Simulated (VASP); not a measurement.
# HfB (R-3m) in VASP: further runs, part 2 of 2

VASP 6.6.1.

## Step 6: Single point, PBE

This run uses another cell than the first one, of the same volume but with other edges.

Input file INCAR:

```
SYSTEM = HfB
PREC = Accurate
ENCUT = 520
EDIFF = 1E-7
ISMEAR = 0
SIGMA = 0.15
LREAL = .FALSE.
LASPH = .TRUE.
NELM = 80
ALGO = Normal
ISIF = 2
LWAVE = .FALSE.
LCHARG = .FALSE.
GGA = PE
NBANDS = 14
```

Input file KPOINTS:

```
Automatic mesh
0
G
  20 20 20
  0 0 0
```

Input file POSCAR:

```
HfB
1.0
    0.5630732210      2.6230972000      2.6230972000
    2.6230972000      0.5630732210      2.6230972000
    2.6230972000      2.6230972000      0.5630732210
Hf B
1 1
Direct
    0.5000000000      0.5000000000      0.5000000000
    0.0000000000      0.0000000000      0.0000000000
```

Potentials or basis: VASP PAW PBE potentials, release 64 (Hf_pv, B).

Command:

```
$ cat potpaw_PBE.64/Hf_pv/POTCAR potpaw_PBE.64/B/POTCAR > POTCAR
$ mpirun -np 1 vasp_std > vasp.out
```

OUTCAR:

```text
SYSTEM = HfB
   PREC = Accurate
   ENCUT = 520
   EDIFF = 1E-7
   ISMEAR = 0
   LREAL = .FALSE.
   LASPH = .TRUE.
   NELM = 80
   ISIF = 2
   GGA = PE

 ion  position               nearest neighbor table
   1  0.500  0.500  0.500-   2 2.38   2 2.38   2 2.38   2 2.38   2 2.38   2 2.38
   2  0.000  0.000  0.000-   1 2.38   1 2.38   1 2.38   1 2.38   1 2.38   1 2.38

  LATTYP: Found a trigonal (rhomboedric) cell.
 ALAT       =     3.7521099789
 COS(alpha) =     0.6985651702

  Lattice vectors:

 A1 = (   0.5630732210,   2.6230972000,   2.6230972000)
 A2 = (   2.6230972000,   0.5630732210,   2.6230972000)
 A3 = (   2.6230972000,   2.6230972000,   0.5630732210)

Analysis of symmetry for initial positions (statically):
=====================================================================
 Subroutine PRICEL returns:
 Original cell was already a primitive cell.

 Routine SETGRP: Setting up the symmetry group for a
 trigonal (rhombohedral) supercell.

 Subroutine GETGRP returns: Found 12 space group operations
 (whereof 12 operations were pure point group operations)
 out of a pool of 12 trial point group operations.

The static configuration has the point symmetry D_3d.

[... 176 lines left out ...]
      8       8.1996      0.00000
      9      10.9421      0.00000
     10      10.9421      0.00000
     11      11.0150      0.00000
     12      11.0150      0.00000
     13      18.0900      0.00000
     14      19.4378      0.00000
[... 377 lines left out ...]
      1     -24.0485      2.00000
      2     -23.3838      2.00000
      3     -23.1090      2.00000
      4      -0.9532      2.00000
      5       2.4545      2.00000
      6       3.2712      2.00000
      7       5.9858      1.86839
      8       7.4169      0.00000
      9      11.0914      0.00000
     10      13.4044      0.00000
     11      16.6980      0.00000
     12      17.2547      0.00000
     13      18.4868      0.00000
     14      19.6713      0.00000

 [... further k-points ...]

------------------------ aborting loop because EDIFF is reached ----------------------------------------

  FORCE on cell =-STRESS in cart. coord.  units (eV):
  Direction    XX          YY          ZZ          XY          YZ          ZX
  --------------------------------------------------------------------------------------
  -------------------------------------------------------------------------------------
  Total        4.8318977      4.8318977      4.8318977     -2.6739187     -2.6739187     -2.6739187
  in kB      314.0236681    314.0236681    314.0236681   -173.7772194   -173.7772194   -173.7772194
  external PRESSURE =     314.0236681 kB  Pullay stress =       0.0000000 kB

 VOLUME and BASIS-vectors are now :
 -----------------------------------------------------------------------------
  energy-cutoff  :      520.00
  volume of cell :       24.65
      direct lattice vectors                 reciprocal lattice vectors
     0.563073221  2.623097200  2.623097200    -0.266241249  0.219189994  0.219189994
     2.623097200  0.563073221  2.623097200     0.219189994 -0.266241249  0.219189994
     2.623097200  2.623097200  0.563073221     0.219189994  0.219189994 -0.266241249

 POSITION                                       TOTAL-FORCE (eV/Angst)
 -----------------------------------------------------------------------------------
      2.90463      2.90463      2.90463        -0.000000      0.000000     -0.000000
      0.00000      0.00000      0.00000         0.000000     -0.000000      0.000000
 -----------------------------------------------------------------------------------
    total drift:                                0.000000      0.000000      0.000000

  FREE ENERGIE OF THE ION-ELECTRON SYSTEM (eV)
  ---------------------------------------------------
  free  energy   TOTEN  =       -16.2728423277 eV

  energy  without entropy=      -16.2627409599  energy(sigma->0) =      -16.26779164
```

OSZICAR:

```text
N       E                     dE             d eps       ncg     rms          rms(c)
DAV:   1     0.228838202609E+02    0.22884E+02   -0.70413E+03 21964   0.875E+02
DAV:   2    -0.166019915675E+02   -0.39486E+02   -0.37547E+02 27436   0.193E+02
DAV:   3    -0.175577899188E+02   -0.95580E+00   -0.95161E+00 27324   0.208E+01
DAV:   4    -0.175611324807E+02   -0.33426E-02   -0.33424E-02 25566   0.151E+00
DAV:   5    -0.175611500438E+02   -0.17563E-04   -0.17562E-04 27382   0.979E-02    0.643E+01
DAV:   6    -0.163443565997E+02    0.12168E+01   -0.30488E+00 26800   0.917E+00    0.428E+01
DAV:   7    -0.162751364060E+02    0.69220E-01   -0.39587E-01 30562   0.406E+00    0.594E+00
DAV:   8    -0.162743782926E+02    0.75811E-03   -0.10893E-02 23900   0.673E-01    0.928E-01
DAV:   9    -0.162728528059E+02    0.15255E-02   -0.45164E-03 28288   0.432E-01    0.255E-01
DAV:  10    -0.162728439698E+02    0.88361E-05   -0.13047E-04 25998   0.839E-02    0.489E-02
DAV:  11    -0.162728421475E+02    0.18223E-05   -0.84806E-06 28354   0.213E-02    0.203E-02
DAV:  12    -0.162728423165E+02   -0.16893E-06   -0.24845E-07 25564   0.406E-03    0.360E-03
DAV:  13    -0.162728423277E+02   -0.11239E-07   -0.19597E-08 19610   0.102E-03
   1 F= -.16272842E+02 E0= -.16267792E+02  d E =-.101014E-01
```

stdout:

```text
POSCAR found type information on POSCAR HfB
 POSCAR found :  2 types and       2 ions
 scaLAPACK will be used
 LDA part: xc-table for (Slater+PW92), standard interpolation
 POSCAR, INCAR and KPOINTS ok, starting setup
 FFT: planning ... GRIDC
 FFT: planning ... GRID_SOFT
 FFT: planning ... GRID
 WAVECAR not read
 entering main loop
```

It took 5.5 min on 1 thread of Intel Xeon 6975P-C, shared host; peak memory 0.4 GiB.

What came out:

```yaml
Free_energy: -16.2728 eV
Pressure: 31.4 GPa
```

Caveat: spin-orbit coupling is left out, which moves the levels of the heavy elements.

## Step 7: Summary

```tsv
cell	gap on the mesh (eV)	pressure (GPa)
a = 3.193 Å, angles 63.2°, 2 atoms	none	30.7
a = 3.356 Å, angles 56.6°, 2 atoms	none	30.7
a = 4.491 Å, angles 33.6°, 2 atoms	none	32.5
a = 2.996 Å, angles 75.3°, 2 atoms	none	27.8
a = 3.752 Å, angles 45.7°, 2 atoms	none	31.4
```

Alike in all rows: task single point; level PBE; potentials or basis VASP PAW PBE potentials, release 64 (Hf_pv, B); no spin polarisation; k mesh 20 × 20 × 20; cutoff (eV) 520; smearing gaussian 0.15 eV.

Caveats: spin-orbit coupling is left out, which moves the levels of the heavy elements.

Absolute energies hang on the potentials; compare differences alone.
